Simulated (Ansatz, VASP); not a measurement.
**Ir in VASP and in Ansatz**

INCAR

```
PREC     = Accurate       # precision mode
ENCUT    = 500            # plane-wave cutoff, eV
EDIFF    = 1E-6           # SCF threshold, eV
ISMEAR   = -1             # smearing method
SIGMA    = 0.1            # smearing width, eV
LREAL    = F              # projectors in reciprocal space
LASPH    = T              # aspherical terms in the spheres
NELM     = 120            # most SCF steps
ALGO     = Normal         # electronic algorithm
ISIF     = 2              # what is computed and relaxed
LWAVE    = F              # write WAVECAR
LCHARG   = F              # write CHGCAR
NBANDS   = 24             # bands
GGA_COMPAT= F
```

File KPOINTS:

```
Automatic mesh
0
Gamma
  17 17 10
```

File POSCAR:

```
Ir
1.0
   -2.4496968973      2.1027651507      1.2949692389
    2.1027651507     -2.4496968973      1.2949692389
    2.8101411206      2.8101411206     -1.9303753683
Ir
2
Direct
    0.9780084481      0.0219915519      0.0000000000
    0.7719915519      0.2280084481      0.5000000000
```

Input for Ansatz:

```yaml
crystal:
  lattice:
    - [-2.4496968973, 2.1027651507, 1.2949692389]
    - [2.1027651507, -2.4496968973, 1.2949692389]
    - [2.8101411206, 2.8101411206, -1.9303753683]
  atoms:
    - { symbol: Ir, position: [0.9780084481, 0.0219915519, 0.0] }
    - { symbol: Ir, position: [0.7719915519, 0.2280084481, 0.5] }
hamiltonian:
  xc: lda
  pseudopotentials:
    kind: paw
    azcp:
      Ir: "pseudopotentials/Ir.paw.azcp"
basis:
  ecutwfc: 420
  fft_grid_basis: typed
kpoints:
  mp_grid: { grid: [17, 17, 10], shift: [0, 0, 0] }
magnetization:
  spin_polarized: false
scf:
  occupations: { method: fermi_dirac, width: 0.1 }
  lower_state_search: "off"
output:
  stress: true
```

Alike in both runs: task single point; functional LDA; k mesh 17 × 17 × 10; occupations fermi-dirac, width 0.1 eV; no spin polarisation.

```csv
,VASP,Ansatz
version,VASP 6.6.1,Ansatz 0.2.0
potentials or method,"VASP PAW LDA potentials, release 64 (Ir_sv_GW), cutoff 500 eV","plane waves (420 eV) with PAW, scalar-relativistic"
valence electrons in the cell,34,34
```

```csv
,VASP,Ansatz,Ansatz less VASP
pressure (GPa),-1.7,0.0,+1.73
"traceless stress, the component that is largest in VASP (GPa)",0.17,0.07,-0.103
```

Ansatz warns that its potentials were made for another functional, while VASP's fit it. LDA's correlation is that of Perdew and Zunger in VASP and of Perdew and Wang (1992) in Ansatz.

Neither program's run includes spin-orbit coupling.
